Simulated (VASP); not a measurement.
**Si3Te: single point with PBE**

The system is Si3Te.

```xyz
4
Lattice="3.0824 0.0000 0.0000 0.0000 3.0824 0.0000 0.0000 0.0000 8.6826" Properties=species:S:1:pos:R:3 pbc="T T T"
Si    0.0000    0.0000    4.3413
Si    1.5412    1.5412    2.9670
Si    1.5412    1.5412    5.7156
Te    0.0000    0.0000    0.0000
```

The cell was generated, and may not be a known phase.

```json
{
 "Program": "VASP 6.6.1",
 "Task": "single point",
 "Functional": "PBE",
 "Potentials or basis": "VASP PAW PBE potentials, release 64 (Si, Te)",
 "Cutoff": "500 eV",
 "k mesh": "16 × 16 × 6",
 "Occupations": "gaussian, width 0.1 eV",
 "Spin": "no spin polarisation",
 "Dipole correction": "no",
 "Further INCAR settings": "ALGO = Normal; EDIFF = 1e-06; NBANDS = 17"
}
```

```yaml
Pressure: 0.0 GPa
Largest_force: 0.008 eV/Å
Band_gap_on_the_k_mesh: zero (bands 9 and 10 overlap by 4.77 eV)
```

Forces in eV/Å, atoms in the order of the input:
```
Si   0.000  0.000  0.000
Si   0.000  0.000  0.008
Si   0.000  0.000 -0.008
Te   0.000  0.000  0.000
```

Levels at points of the mesh, in eV from the Fermi level:
```
           k point  band 5  band 6  band 7  band 8  band 9  band 10  band 11  band 12  band 13  band 14
(0.00, 0.00, 0.00)   -3.73    0.05    0.05    2.42    2.52     2.64     2.64     3.07     3.94     3.94
(0.50, 0.00, 0.00)   -5.75   -5.04   -1.28   -1.21    1.17     1.51     3.30     3.57     4.39     5.94
(0.50, 0.50, 0.00)   -5.56   -3.74   -3.74   -3.21   -1.86    -1.86    -1.03    -0.10     1.01     3.66
(0.00, 0.00, 0.50)   -0.78    0.06    0.06    0.17    2.51     2.51     2.53     3.07     4.17     4.17
(0.50, 0.00, 0.50)   -4.98   -4.73   -2.23   -2.18    2.91     3.02     3.30     3.59     4.36     5.22
(0.50, 0.50, 0.50)   -5.59   -3.87   -3.87   -3.27   -1.59    -1.59    -0.52     0.27     0.27     2.51
```

Wall time 4.6 min on 1 thread of Intel Xeon 8259CL (shared host), peak memory 0.31 GiB.

Caveat: spin-orbit coupling is left out, which moves the levels of the heavy elements.
